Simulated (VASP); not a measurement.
# ZnCu2Br3 (P-62m) in VASP: single point with PBE

Aim: the single point of ZnCu2Br3 with PBE.

All numbers are computed with VASP 6.6.1; they aren't measurements. Logs are shortened: lines on timing, memory, paths and dates and some standing lists are left out, and cuts for length are marked.

### Step 1. The cell of the first run

The structure is hexagonal, space group P-62m (No. 189). Conventional cell: a = 6.990 Å, b = 6.990 Å, c = 4.058 Å, α = 90.00°, β = 90.00°, γ = 120.00°. Zn (site symmetry -62m) has 6 Br at 3.02 Å and 2 Zn at 4.06 Å within 4.1 Å. Cu (site symmetry -6) has 3 Br at 2.38 Å within 3.1 Å. Br (site symmetry m2m) has 2 Cu at 2.38 Å and 2 Zn at 3.02 Å within 3.1 Å.

### Step 2. Single point, PBE

POSCAR

```
ZnCu2Br3
1.0
    6.9901653618      0.0000000000      0.0000000000
   -3.4950826809      6.0536607800      0.0000000000
    0.0000000000      0.0000000000      4.0579480198
Zn Cu Br
1 2 3
Direct
    0.0000000000      0.0000000000      0.5000000000
    0.3333333333      0.6666666667      0.0000000000
    0.6666666667      0.3333333333      0.0000000000
    0.6794440626      0.0000000000      0.0000000000
    0.0000000000      0.6794440626      0.0000000000
    0.3205559374      0.3205559374      0.0000000000
```

INCAR.step1

```
ALGO = Normal ; EDIFF = 1E-7
ENCUT = 520 ; GGA = PE
ISIF = 2 ; ISMEAR = 0
LASPH = T ; LCHARG = T
LMAXMIX = 4 ; LREAL = F
LWAVE = F ; NBANDS = 36
NELM = 80 ; PREC = Accurate
SIGMA = 0.1
```

KPOINTS.step1

```
k-points
0
Gamma
  6 6 8
```

INCAR.step2

```
ALGO = Normal ; EDIFF = 1E-7
ENCUT = 520 ; GGA = PE
ICHARG = 11 ; ISIF = 2
ISMEAR = -5 ; LASPH = T
LCHARG = F ; LMAXMIX = 4
LORBIT = 11 ; LREAL = F
LWAVE = F ; NEDOS = 2001
NELM = 80 ; PREC = Accurate
SIGMA = 0.1
```

KPOINTS.step2

```
k-points
0
Gamma
  9 9 12
```

Potentials or basis: VASP PAW PBE potentials, release 64 (Zn, Cu, Br).

On the command line:

```sh
cat potpaw_PBE.64/Zn/POTCAR potpaw_PBE.64/Cu/POTCAR potpaw_PBE.64/Br/POTCAR > POTCAR
cp INCAR.step1 INCAR
cp KPOINTS.step1 KPOINTS
mpirun -np 1 vasp_std > vasp.out
cp INCAR.step2 INCAR
cp KPOINTS.step2 KPOINTS
mpirun -np 1 vasp_std > vasp.out
```

OUTCAR:

```text
EDIFF = 1E-7
   ENCUT = 520
   GGA = PE
   ICHARG = 11
   ISIF = 2
   ISMEAR = -5
   LASPH = T
   LORBIT = 11
   LREAL = F
   NELM = 80
   PREC = Accurate

 ion  position               nearest neighbor table
   1  0.000  0.000  0.500-
   2  0.333  0.667  0.000-   5 2.38   4 2.38   6 2.38
   3  0.667  0.333  0.000-   4 2.38   5 2.38   6 2.38
   4  0.679  0.000  0.000-   3 2.38   2 2.38
   5  0.000  0.679  0.000-   2 2.38   3 2.38
   6  0.321  0.321  0.000-   3 2.38   2 2.38

  LATTYP: Found a hexagonal cell.
 ALAT       =     6.9901653618
 C/A-ratio  =     0.5805224640

  Lattice vectors:

 A1 = (   6.9901653618,   0.0000000000,   0.0000000000)
 A2 = (  -3.4950826809,   6.0536607800,   0.0000000000)
 A3 = (   0.0000000000,   0.0000000000,   4.0579480198)

Analysis of symmetry for initial positions (statically):
=====================================================================
 Subroutine PRICEL returns:
 Original cell was already a primitive cell.

 Routine SETGRP: Setting up the symmetry group for a
 hexagonal supercell.

 Subroutine GETGRP returns: Found 12 space group operations
 (whereof 12 operations were pure point group operations)
 out of a pool of 24 trial point group operations.

The static configuration has the point symmetry D_3h.

Analysis of symmetry for dynamics (positions and initial velocities):
=====================================================================
 Subroutine PRICEL returns:
 Original cell was already a primitive cell.

 Routine SETGRP: Setting up the symmetry group for a
 hexagonal supercell.

 Subroutine GETGRP returns: Found 12 space group operations
 (whereof 12 operations were pure point group operations)
 out of a pool of 24 trial point group operations.

The dynamic configuration has the point symmetry D_3h.

 Subroutine INISYM returns: Found 12 space group operations
 (whereof 12 operations are pure point group operations),
 and found     1 'primitive' translations

----------------------------------------------------------------------------------------

                                     Primitive cell

  volume of cell :     171.7165

  direct lattice vectors                    reciprocal lattice vectors
     6.990165362  0.000000000  0.000000000     0.143058132  0.082594651  0.000000000
    -3.495082681  6.053660780  0.000000000     0.000000000  0.165189302  0.000000000
     0.000000000  0.000000000  4.057948020     0.000000000  0.000000000  0.246429968

  length of vectors
     6.990165362  6.990165362  4.057948020     0.165189302  0.165189302  0.246429968

  position of ions in fractional coordinates (direct lattice)
     0.000000000  0.000000000  0.500000000
     0.333333333  0.666666667  0.000000000
     0.666666667  0.333333333  0.000000000
     0.679444063  0.000000000  0.000000000
     1.000000000  0.679444063  0.000000000
     0.320555937  0.320555937  0.000000000

  ion indices of the primitive-cell ions
   primitive index   ion index
                 1           1
                 2           2
                 3           3
                 4           4
                 5           5
                 6           6

----------------------------------------------------------------------------------------

 KPOINTS: k-points

Automatic generation of k-mesh.
 Grid dimensions read from file:
 generate k-points for:    9    9   12

 Generating k-lattice:

  Cartesian coordinates                     Fractional coordinates (reciprocal lattice)
     0.015895348  0.009177183  0.000000000     0.111111111  0.000000000  0.000000000
     0.000000000  0.018354367  0.000000000     0.000000000  0.111111111  0.000000000
     0.000000000  0.000000000  0.020535831     0.000000000  0.000000000  0.083333333

  Length of vectors
     0.018354367  0.018354367  0.020535831

  Shift w.r.t. Gamma in fractional coordinates (k-lattice)
     0.000000000  0.000000000  0.000000000

 TETIRR: Found    984 inequivalent tetrahedra from     5832

 Subroutine IBZKPT returns following result:
 ===========================================

 Found     84 irreducible k-points:

 Following reciprocal coordinates:
            Coordinates               Weight
  0.000000  0.000000  0.000000      1.000000
  0.111111  0.000000  0.000000      6.000000
  0.222222 -0.000000  0.000000      6.000000
  0.333333  0.000000  0.000000      6.000000
  0.444444 -0.000000  0.000000      6.000000
  0.111111  0.111111  0.000000      6.000000
[... 16 lines left out ...]
  0.333333  0.222222  0.083333     24.000000
  0.333333  0.333333  0.083333      4.000000
 [... further k-points ...]
   k-points           NKPTS =     84   k-points in BZ     NKDIM =     84   number of bands    NBANDS=     33
   number of dos      NEDOS =   2001   number of ions     NIONS =      6
   total plane-waves  NPLWV =  87480
   dimension x,y,z NGX =    54 NGY =   54 NGZ =   30
   dimension x,y,z NGXF=   108 NGYF=  108 NGZF=   60
   ions per type =               1   2   3
   NGX,Y,Z   is equivalent  to a cutoff of  12.84, 12.84, 12.29 a.u.
   NGXF,Y,Z  is equivalent  to a cutoff of  25.69, 25.69, 24.58 a.u.
 SYSTEM =  unknown system
   PREC   = accura    normal or accurate (medium, high low for compatibility)
   ISTART =      0    job   : 0-new  1-cont  2-samecut
   ICHARG =     11    charge: 1-file 2-atom 10-const
   ISPIN  =      1    spin polarized calculation?
   LNONCOLLINEAR =      F non collinear calculations
   LSORBIT =      F    spin-orbit coupling
   LASPH  =      T    aspherical Exc in radial PAW
   ENCUT  =  520.0 eV  38.22 Ry    6.18 a.u.  13.00 13.00  7.55*2*pi/ulx,y,z
   NELM   =     80;   NELMIN=  2; NELMDL=  0     # of ELM steps
   EDIFF  = 0.1E-06   stopping-criterion for ELM
   LREAL  =      F    real-space projection
   EDIFFG = 0.1E-05   stopping-criterion for IOM
   NSW    =      0    number of steps for IOM
   IBRION =     -1    ionic relax: 0-MD 1-quasi-New 2-CG
   NFREE  =      0    steps in history (QN), initial steepest desc. (CG)
   ISIF   =      2    stress and relaxation
   ISYM   =      2    0-nonsym 1-usesym 2-fastsym
   POTIM  = 0.5000    time-step for ionic-motion
   TEBEG  =    0.0;   TEEND  =   0.0 temperature during run
   PSTRESS=    0.0 pullay stress
   NELECT =      55.0000    total number of electrons
   NUPDOWN=      -1.0000    fix difference up-down
   EMIN   =  10.00;   EMAX   =-10.00  energy-range for DOS
   EFERMI =   0.00;   METHOD = LEGACY
   ISMEAR =    -5;   SIGMA  =   0.10  broadening in eV -4-tet -1-fermi 0-gaus
   EFERMI_NEDOS =   21; number of points for ismear=-14 and -15
   IALGO  =     38    algorithm
   IMIX   =      4    mixing-type and parameters
     AMIX     =   0.40;   BMIX     =  1.00
     AMIX_MAG =   1.60;   BMIX_MAG =  1.00
  volume/ion in A,a.u.               =      28.62       193.13
  Fermi-wavevector in a.u.,A,eV,Ry     =   1.120104  2.116690 17.070321  1.254633
  Thomas-Fermi vector in A             =   2.256748
   LORBIT       =     11    0 simple, 1 ext, 2 COOP (PROOUT), +10 PAW based schemes
   GGA     = PE    functional components
   LHFCALC =     F    Hartree Fock is set to
   AEXX    =    0.0000 exact exchange contribution
   IVDW    =     0    specifies the selected vdW correction
   LEPSILON=     F    determine dielectric tensor
   LRPA    =     F    only Hartree local field effects (RPA)
 non-spin polarized calculation
 Fermi weights with tetrahedron method with Bloechl corrections
  energy-cutoff  :      520.00
  volume of cell :      171.72
 maximum number of plane-waves:      4683
 NGX is ok and might be reduce to    54

 number of electron      54.9999966 magnetization

 Free energy of the ion-electron system (eV)
  ---------------------------------------------------
  ext. energy  EPLUGINS =         0.00000000
  ---------------------------------------------------
  free energy    TOTEN  =       -14.37780870 eV

  energy without entropy =      -14.37780870  energy(sigma->0) =      -14.37780870

 E-fermi :   1.6944     XC(G=0):  -8.1626

 val. band max:        1.7048694399   @ k =   0.2222  -0.0000   0.2500
 cond. band min:       1.6992429093   @ k =   0.4444  -0.0000   0.4167
 fundamental gap:     -0.0056265306
 Fermi energy:         1.6944246293

 k-point     1 :       0.0000    0.0000    0.0000
  band No.  band energies     occupation
      1     -14.5247      2.00000
      2     -14.1704      2.00000
      3     -14.1702      2.00000
      4      -5.0898      2.00000
      5      -5.0101      2.00000
      6      -5.0101      2.00000
[... 25 lines left out ...]
     32       5.8838      0.00000
     33       7.0194      0.00000

 k-point     2 :       0.1111    0.0000    0.0000
  band No.  band energies     occupation
      1     -14.5129      2.00000
      2     -14.1779      2.00000
      3     -14.1759      2.00000
      4      -5.0900      2.00000
      5      -5.0103      2.00000
      6      -5.0102      2.00000
[... 25 lines left out ...]
     32       6.0960      0.00000
     33       7.0340      0.00000
[... 754 lines left out ...]
     32       6.0625      0.00000
     33       6.2541      0.00000

 k-point    24 :       0.3333    0.3333    0.0833
  band No.  band energies     occupation
      1     -14.3008      2.00000
      2     -14.2789      2.00000
      3     -14.2787      2.00000
      4      -5.0646      2.00000
      5      -5.0227      2.00000
      6      -5.0227      2.00000
[... 25 lines left out ...]
     32       6.0359      0.00000
     33       6.1033      0.00000

 [... further k-points ...]

------------------------ aborting loop because EDIFF is reached ----------------------------------------

  FORCE on cell =-STRESS in cart. coord.  units (eV):
  Direction    XX          YY          ZZ          XY          YZ          ZX
  --------------------------------------------------------------------------------------
  -------------------------------------------------------------------------------------
  Total        0.0906030      0.0906030      0.0650842      0.0000000      0.0000000      0.0000000
  in kB        0.8453591      0.8453591      0.6072595      0.0000000      0.0000000      0.0000000
  external PRESSURE =       0.7659926 kB  Pullay stress =       0.0000000 kB

 VOLUME and BASIS-vectors are now :
 -----------------------------------------------------------------------------
  energy-cutoff  :      520.00
  volume of cell :      171.72
      direct lattice vectors                 reciprocal lattice vectors
     6.990165362  0.000000000  0.000000000     0.143058132  0.082594651  0.000000000
    -3.495082681  6.053660780  0.000000000     0.000000000  0.165189302  0.000000000
     0.000000000  0.000000000  4.057948020     0.000000000  0.000000000  0.246429968

 POSITION                                       TOTAL-FORCE (eV/Angst)
 -----------------------------------------------------------------------------------
      0.00000      0.00000      2.02897        -0.000000      0.000000      0.000000
     -0.00000      4.03577      0.00000        -0.000000      0.000000      0.000000
      3.49508      2.01789      0.00000        -0.000000      0.000000      0.000000
      4.74943      0.00000      0.00000         0.029424      0.000000      0.000000
     -2.37471      4.11312      0.00000        -0.014712      0.025482      0.000000
      1.12037      1.94054      0.00000        -0.014712     -0.025482      0.000000
 -----------------------------------------------------------------------------------
    total drift:                                0.000004      0.000006     -0.000005

  FREE ENERGIE OF THE ION-ELECTRON SYSTEM (eV)
  ---------------------------------------------------
  free  energy   TOTEN  =       -14.3778087023 eV

  energy  without entropy=      -14.3778087023  energy(sigma->0) =      -14.37780870

 total charge

# of ion       s       p       d       tot
------------------------------------------
    1        0.665   0.109   9.763  10.538
    2        0.333   0.244   9.335   9.912
    3        0.333   0.244   9.335   9.912
    4        1.612   3.205   0.037   4.854
    5        1.612   3.205   0.037   4.854
    6        1.612   3.205   0.037   4.854
--------------------------------------------------
tot          6.167  10.211  28.546  44.923
```

Run time: 4.2 min. Hardware: 1 thread of Intel Xeon 6975P-C (Granite Rapids), shared host; peak memory 0.6 GiB.

What came out:

```
Valence electrons inside the program's atomic spheres : Zn 10.54; Cu 9.91; Br 4.85
```

Caveat: an odd number of electrons without spin polarisation forces a metal; a magnetic or distorted state may lie lower.
